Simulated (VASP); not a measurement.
Here is a VASP 6.6.1 calculation.

Contents of INCAR:

```
PREC = Accurate
ENCUT = 520
EDIFF = 1E-6
ISMEAR = -1
SIGMA = 0.05
LREAL = F
LASPH = T
NELM = 100
ALGO = Normal
ISIF = 2
LWAVE = F
LCHARG = T
GGA = CA
LELF = T
LVHAR = T
NBANDS = 18
```

The input KPOINTS:

```
Automatic mesh
0
Gamma
  11 11 11
```

POSCAR

```
La
1.0
    0.0000000000      2.9717164314      2.9717164314
    2.9717164314      0.0000000000      2.9717164314
    2.9717164314      2.9717164314      0.0000000000
La
2
Direct
   -0.1250000000     -0.1250000000     -0.1250000000
    0.1250000000      0.1250000000      0.1250000000
```

Potentials or basis: VASP PAW LDA potentials, release 64 (La).

Command:

```sh
$ cat potpaw_LDA.64/La/POTCAR > POTCAR
$ mpirun -np 1 vasp_std > vasp.out
```

What does it give for the pressure?

33.3 GPa.

Predict the band gap on the k mesh.

zero (band 11 reaches 10.84 eV, above the bottom of band 12 at 10.63 eV).

Caveat: spin-orbit coupling is left out, which moves the levels of the heavy elements.
